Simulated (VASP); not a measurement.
# Te2Mo in VASP: relaxation of the atoms with PBE

Aim: the relaxation of the atoms of Te2Mo with PBE.

Program: VASP 6.6.1. These are calculated values, not measurements. Logs are shortened: lines on timing, memory, paths and dates and some standing lists are left out, and cuts for length are marked.

### Step 1. The cell of the first run

The cell holds a slab with vacuum, 12 atoms: a = 3.557 Å, b = 3.557 Å, c = 41.614 Å, α = 90.00°, β = 90.00°, γ = 120.00°.

### Step 2. Relaxation of the atoms, PBE

INCAR reads:

```
SYSTEM = Te2Mo
PREC = Accurate ; ENCUT = 520
EDIFF = 1E-6 ; ISMEAR = 0
SIGMA = 0.05 ; LREAL = .False.
LASPH = .True. ; NELM = 60
ALGO = Normal ; ISIF = 2
LWAVE = .False. ; LCHARG = .False.
LDIPOL = .True. ; IDIPOL = 3
DIPOL = 0.5 0.5 0.500 ; GGA = PE
IBRION = 2 ; NSW = 80
EDIFFG = -0.02 ; KPAR = 4
```

KPOINTS reads:

```
Automatic mesh
0
Gamma
  9 9 1
  0 0 0
```

POSCAR reads:

```
Te2Mo
1.0
    3.5566632462      0.0000000000      0.0000000000
   -1.7783316231      3.0801607239      0.0000000000
    0.0000000000      0.0000000000     41.6135277416
Te Mo
8 4
Direct
    0.3333333333      0.6666666667      0.1802298533
    0.3333333333      0.6666666667      0.2671272782
    0.6666666667      0.3333333333      0.3644441428
    0.6666666667      0.3333333333      0.4513415677
    0.3333333333      0.6666666667      0.5486584323
    0.3333333333      0.6666666667      0.6355558572
    0.6666666667      0.3333333333      0.7328727218
    0.6666666667      0.3333333333      0.8197701467
    0.6666666667      0.3333333333      0.2236785658
    0.3333333333      0.6666666667      0.4078928553
    0.6666666667      0.3333333333      0.5921071447
    0.3333333333      0.6666666667      0.7763214342
```

Potentials or basis: VASP PAW PBE potentials, release 64 (Te, Mo_sv).

On the command line:

```console
cat potpaw_PBE.64/Te/POTCAR potpaw_PBE.64/Mo_sv/POTCAR > POTCAR
mpirun -np 4 vasp_std > vasp.out
```

OUTCAR:

```text
SYSTEM = Te2Mo
   PREC = Accurate
   ENCUT = 520
   EDIFF = 1E-6
   ISMEAR = 0
   LREAL = .False.
   LASPH = .True.
   NELM = 60
   ISIF = 2
   GGA = PE
   IBRION = 2
   NSW = 80
   EDIFFG = -0.02

 ion  position               nearest neighbor table
   1  0.333  0.667  0.180-   9 2.74   9 2.74   9 2.74   2 3.62
   2  0.333  0.667  0.267-   9 2.74   9 2.74   9 2.74   1 3.62
   3  0.667  0.333  0.364-  10 2.74  10 2.74  10 2.74   4 3.62
   4  0.667  0.333  0.451-  10 2.74  10 2.74  10 2.74   3 3.62
   5  0.333  0.667  0.549-  11 2.74  11 2.74  11 2.74   6 3.62
   6  0.333  0.667  0.636-  11 2.74  11 2.74  11 2.74   5 3.62
   7  0.667  0.333  0.733-  12 2.74  12 2.74  12 2.74   8 3.62
   8  0.667  0.333  0.820-  12 2.74  12 2.74  12 2.74   7 3.62
   9  0.667  0.333  0.224-   2 2.74   2 2.74   2 2.74   1 2.74   1 2.74   1 2.74
  10  0.333  0.667  0.408-   4 2.74   4 2.74   4 2.74   3 2.74   3 2.74   3 2.74
  11  0.667  0.333  0.592-   5 2.74   5 2.74   5 2.74   6 2.74   6 2.74   6 2.74
  12  0.333  0.667  0.776-   7 2.74   7 2.74   7 2.74   8 2.74   8 2.74   8 2.74

  LATTYP: Found a hexagonal cell.
 ALAT       =     3.5566632462
 C/A-ratio  =    11.7001596331

  Lattice vectors:

 A1 = (   3.5566632462,   0.0000000000,   0.0000000000)
 A2 = (  -1.7783316231,   3.0801607239,   0.0000000000)
 A3 = (   0.0000000000,   0.0000000000,  41.6135277416)

Analysis of symmetry for initial positions (statically):
=====================================================================
 Subroutine PRICEL returns:
 Original cell was already a primitive cell.

 Routine SETGRP: Setting up the symmetry group for a
 hexagonal supercell.

 Subroutine GETGRP returns: Found 12 space group operations
 (whereof 12 operations were pure point group operations)
 out of a pool of 24 trial point group operations.

The static configuration has the point symmetry D_3d.

Analysis of symmetry for dynamics (positions and initial velocities):
=====================================================================
 Subroutine PRICEL returns:
 Original cell was already a primitive cell.

 Routine SETGRP: Setting up the symmetry group for a
 hexagonal supercell.

 Subroutine GETGRP returns: Found 12 space group operations
 (whereof 12 operations were pure point group operations)
 out of a pool of 24 trial point group operations.

The dynamic configuration has the point symmetry D_3d.

 Subroutine INISYM returns: Found 12 space group operations
 (whereof 12 operations are pure point group operations),
 and found     1 'primitive' translations

----------------------------------------------------------------------------------------

                                     Primitive cell

  volume of cell :     455.8801

  direct lattice vectors                    reciprocal lattice vectors
     3.556663246  0.000000000  0.000000000     0.281162407  0.162329191  0.000000000
    -1.778331623  3.080160724  0.000000000     0.000000000  0.324658383  0.000000000
     0.000000000  0.000000000 41.613527742     0.000000000  0.000000000  0.024030647

  length of vectors
     3.556663246  3.556663246 41.613527742     0.324658383  0.324658383  0.024030647

  position of ions in fractional coordinates (direct lattice)
     0.333333333  0.666666667  0.180229853
     0.333333333  0.666666667  0.267127278
     0.666666667  0.333333333  0.364444143
     0.666666667  0.333333333  0.451341568
     0.333333333  0.666666667  0.548658432
     0.333333333  0.666666667  0.635555857
     0.666666667  0.333333333  0.732872722
     0.666666667  0.333333333  0.819770147
     0.666666667  0.333333333  0.223678566
     0.333333333  0.666666667  0.407892855
     0.666666667  0.333333333  0.592107145
     0.333333333  0.666666667  0.776321434

  ion indices of the primitive-cell ions
   primitive index   ion index
                 1           1
                 2           2
                 3           3
                 4           4
                 5           5
                 6           6
                 7           7
                 8           8
                 9           9
                10          10
                11          11
                12          12

----------------------------------------------------------------------------------------

 KPOINTS: Automatic mesh

Automatic generation of k-mesh.
 Grid dimensions read from file:
 generate k-points for:    9    9    1

 Generating k-lattice:

  Cartesian coordinates                     Fractional coordinates (reciprocal lattice)
     0.031240267  0.018036577  0.000000000     0.111111111 -0.000000000  0.000000000
     0.000000000  0.036073154  0.000000000     0.000000000  0.111111111  0.000000000
     0.000000000  0.000000000  0.024030647     0.000000000  0.000000000  1.000000000

  Length of vectors
     0.036073154  0.036073154  0.024030647

  Shift w.r.t. Gamma in fractional coordinates (k-lattice)
     0.000000000  0.000000000  0.000000000

 Subroutine IBZKPT returns following result:
 ===========================================

 Found     12 irreducible k-points:

 Following reciprocal coordinates:
            Coordinates               Weight
  0.000000  0.000000  0.000000      1.000000
  0.111111 -0.000000  0.000000      6.000000
  0.222222 -0.000000  0.000000      6.000000
  0.333333 -0.000000  0.000000      6.000000
  0.444444 -0.000000  0.000000      6.000000
  0.111111  0.111111  0.000000      6.000000
  0.222222  0.111111  0.000000     12.000000
  0.333333  0.111111  0.000000     12.000000
  0.444444  0.111111  0.000000      6.000000
  0.222222  0.222222  0.000000      6.000000
  0.333333  0.222222  0.000000     12.000000
  0.333333  0.333333  0.000000      2.000000
   k-points           NKPTS =     12   k-points in BZ     NKDIM =     12   number of bands    NBANDS=     62
   number of dos      NEDOS =    301   number of ions     NIONS =     12
   total plane-waves  NPLWV = 250880
   dimension x,y,z NGX =    28 NGY =   28 NGZ =  320
   dimension x,y,z NGXF=    56 NGYF=   56 NGZF=  640
   ions per type =               8   4
   NGX,Y,Z   is equivalent  to a cutoff of  13.09, 13.09, 12.78 a.u.
   NGXF,Y,Z  is equivalent  to a cutoff of  26.18, 26.18, 25.57 a.u.
 SYSTEM =  Te2Mo
   PREC   = accura    normal or accurate (medium, high low for compatibility)
   ISTART =      0    job   : 0-new  1-cont  2-samecut
   ICHARG =      2    charge: 1-file 2-atom 10-const
   ISPIN  =      1    spin polarized calculation?
   LNONCOLLINEAR =      F non collinear calculations
   LSORBIT =      F    spin-orbit coupling
   LASPH  =      T    aspherical Exc in radial PAW
   ENCUT  =  520.0 eV  38.22 Ry    6.18 a.u.   6.61  6.61 77.37*2*pi/ulx,y,z
   NELM   =     60;   NELMIN=  2; NELMDL= -5     # of ELM steps
   EDIFF  = 0.1E-05   stopping-criterion for ELM
   LREAL  =      F    real-space projection
   EDIFFG = -.2E-01   stopping-criterion for IOM
   NSW    =     80    number of steps for IOM
   IBRION =      2    ionic relax: 0-MD 1-quasi-New 2-CG
   NFREE  =      1    steps in history (QN), initial steepest desc. (CG)
   ISIF   =      2    stress and relaxation
   ISYM   =      2    0-nonsym 1-usesym 2-fastsym
   POTIM  = 0.5000    time-step for ionic-motion
   TEBEG  =    0.0;   TEEND  =   0.0 temperature during run
   PSTRESS=    0.0 pullay stress
   NELECT =     104.0000    total number of electrons
   NUPDOWN=      -1.0000    fix difference up-down
   EMIN   =  10.00;   EMAX   =-10.00  energy-range for DOS
   EFERMI =   0.00;   METHOD = LEGACY
   ISMEAR =     0;   SIGMA  =   0.05  broadening in eV -4-tet -1-fermi 0-gaus
   EFERMI_NEDOS =   21; number of points for ismear=-14 and -15
   IALGO  =     38    algorithm
   IMIX   =      4    mixing-type and parameters
     AMIX     =   0.40;   BMIX     =  1.00
     AMIX_MAG =   1.60;   BMIX_MAG =  1.00
  volume/ion in A,a.u.               =      37.99       256.37
  Fermi-wavevector in a.u.,A,eV,Ry     =   1.000313  1.890317 13.614333  1.000625
  Thomas-Fermi vector in A             =   2.132661
   LORBIT       =      0    0 simple, 1 ext, 2 COOP (PROOUT), +10 PAW based schemes
   GGA     = PE    functional components
   LHFCALC =     F    Hartree Fock is set to
   AEXX    =    0.0000 exact exchange contribution
   IVDW    =     0    specifies the selected vdW correction
   LEPSILON=     F    determine dielectric tensor
   LRPA    =     F    only Hartree local field effects (RPA)
 conjugate gradient relaxation of ions
 non-spin polarized calculation
 Gauss-broadening in eV      SIGMA  =   0.05
  energy-cutoff  :      520.00
  volume of cell :      455.88
 maximum number of plane-waves:     12431
 NGX is ok and might be reduce to    28
   NGX = 13   NGY = 13   NGZ =155

 dipolmoment           0.000000      0.000000      0.000000 electrons x Angstroem

 number of electron     104.0000000 magnetization

 dipolmoment           0.000000      0.000000     -0.000000 electrons x Angstroem

 Free energy of the ion-electron system (eV)
  ---------------------------------------------------
  ext. energy  EPLUGINS =         0.00000000
  ---------------------------------------------------
  free energy    TOTEN  =       -72.13713079 eV

  energy without entropy =      -72.13713079  energy(sigma->0) =      -72.13713079

 E-fermi :   4.0165     XC(G=0):  -7.3834

 val. band max:        3.6062935959   @ k =   0.3333   0.3333   0.0000
 cond. band min:       4.6465513017   @ k =   0.3333   0.3333   0.0000
 fundamental gap:      1.0402577058
 Fermi energy:         4.0164902310

 k-point     1 :       0.0000    0.0000    0.0000
  band No.  band energies     occupation
      1     -57.1166      2.00000
      2     -57.1166      2.00000
      3     -57.1159      2.00000
      4     -57.1159      2.00000
      5     -31.2616      2.00000
      6     -31.2615      2.00000
[... 54 lines left out ...]
     61       6.8651      0.00000
     62       6.8887      0.00000

 k-point     2 :       0.1111   -0.0000    0.0000
  band No.  band energies     occupation
      1     -57.1156      2.00000
      2     -57.1156      2.00000
      3     -57.1149      2.00000
      4     -57.1149      2.00000
      5     -31.2586      2.00000
      6     -31.2586      2.00000
[... 54 lines left out ...]
     61       6.5099      0.00000
     62       6.5278      0.00000

 k-point     3 :       0.2222   -0.0000    0.0000
  band No.  band energies     occupation
      1     -57.1132      2.00000
      2     -57.1132      2.00000
      3     -57.1125      2.00000
      4     -57.1125      2.00000
      5     -31.2512      2.00000
      6     -31.2512      2.00000
[... 574 lines left out ...]
     61       5.6462      0.00000
     62       5.7376      0.00000

 k-point    12 :       0.3333    0.3333    0.0000
  band No.  band energies     occupation
      1     -57.1073      2.00000
      2     -57.1073      2.00000
      3     -57.1066      2.00000
      4     -57.1066      2.00000
      5     -31.2459      2.00000
      6     -31.2459      2.00000
[... 54 lines left out ...]
     61       6.0410      0.00000
     62       6.0543      0.00000

------------------------ aborting loop because EDIFF is reached ----------------------------------------

 vacuum level on the upper side and lower side of the slab       (xc-potential included)        -0.166        -0.166

  FORCE on cell =-STRESS in cart. coord.  units (eV):
  Direction    XX          YY          ZZ          XY          YZ          ZX
  --------------------------------------------------------------------------------------
  -------------------------------------------------------------------------------------
  Total       -0.0814978     -0.0814978      0.1129304      0.0000000      0.0000000      0.0000000
  in kB       -0.2864217     -0.2864217      0.3968907      0.0000000      0.0000000      0.0000000
  external PRESSURE =      -0.0586509 kB  Pullay stress =       0.0000000 kB

 VOLUME and BASIS-vectors are now :
 -----------------------------------------------------------------------------
  energy-cutoff  :      520.00
  volume of cell :      455.88
      direct lattice vectors                 reciprocal lattice vectors
     3.556663246  0.000000000  0.000000000     0.281162407  0.162329191  0.000000000
    -1.778331623  3.080160724  0.000000000     0.000000000  0.324658383  0.000000000
     0.000000000  0.000000000 41.613527742     0.000000000  0.000000000  0.024030647

 POSITION                                       TOTAL-FORCE (eV/Angst)
 -----------------------------------------------------------------------------------
     -0.00000      2.05344      7.50000        -0.000000      0.000000     -0.002593
     -0.00000      2.05344     11.11611        -0.000000      0.000000      0.014295
      1.77833      1.02672     15.16581        -0.000000      0.000000     -0.013517
      1.77833      1.02672     18.78191        -0.000000     -0.000000      0.013229
     -0.00000      2.05344     22.83161        -0.000000      0.000000     -0.013229
     -0.00000      2.05344     26.44772        -0.000000     -0.000000      0.013517
      1.77833      1.02672     30.49742         0.000000     -0.000000     -0.014295
      1.77833      1.02672     34.11353        -0.000000      0.000000      0.002593
      1.77833      1.02672      9.30805        -0.000000     -0.000000     -0.012368
     -0.00000      2.05344     16.97386         0.000000     -0.000000     -0.000078
      1.77833      1.02672     24.63967        -0.000000      0.000000      0.000078
     -0.00000      2.05344     32.30547        -0.000000      0.000000      0.012368
 -----------------------------------------------------------------------------------
    total drift:                                0.000000     -0.000000     -0.000000

  FREE ENERGIE OF THE ION-ELECTRON SYSTEM (eV)
  ---------------------------------------------------
  free  energy   TOTEN  =       -72.1371307889 eV

  energy  without entropy=      -72.1371307889  energy(sigma->0) =      -72.13713079

 reached required accuracy - stopping structural energy minimisation

 vacuum level on the upper side and lower side of the slab         8.322         8.322
```

Run time: 4.3 min. Hardware: 4 MPI ranks of Intel Xeon Platinum 8488C (Sapphire Rapids), shared host; peak memory 0.71 GiB.

Results:

```yaml
Free_energy: -72.1371 eV
Largest_force_after_relaxing: 0.014 eV/Å
Band_gap_on_the_k_mesh: 1.04 eV
```

Forces on the atoms (eV/Å):
```
Te   0.000  0.000 -0.003
Te   0.000  0.000  0.014
Te   0.000  0.000 -0.014
Te   0.000  0.000  0.013
Te   0.000  0.000 -0.013
Te   0.000  0.000  0.014
Te   0.000  0.000 -0.014
Te   0.000  0.000  0.003
Mo   0.000  0.000 -0.012
Mo   0.000  0.000  0.000
Mo   0.000  0.000  0.000
Mo   0.000  0.000  0.012
```

Final structure:
```
Te Mo
1.0
     3.55666    0.00000    0.00000
    -1.77833    3.08016    0.00000
     0.00000    0.00000   41.61353
Te Mo
8 4
Direct
  0.33333 0.66667 0.18023
  0.33333 0.66667 0.26713
  0.66667 0.33333 0.36444
  0.66667 0.33333 0.45134
  0.33333 0.66667 0.54866
  0.33333 0.66667 0.63556
  0.66667 0.33333 0.73287
  0.66667 0.33333 0.81977
  0.66667 0.33333 0.22368
  0.33333 0.66667 0.40789
  0.66667 0.33333 0.59211
  0.33333 0.66667 0.77632
```

Caveat: the relaxation stopped at its first step, so nothing moved; spin-orbit coupling is left out, which moves the levels of the heavy elements.
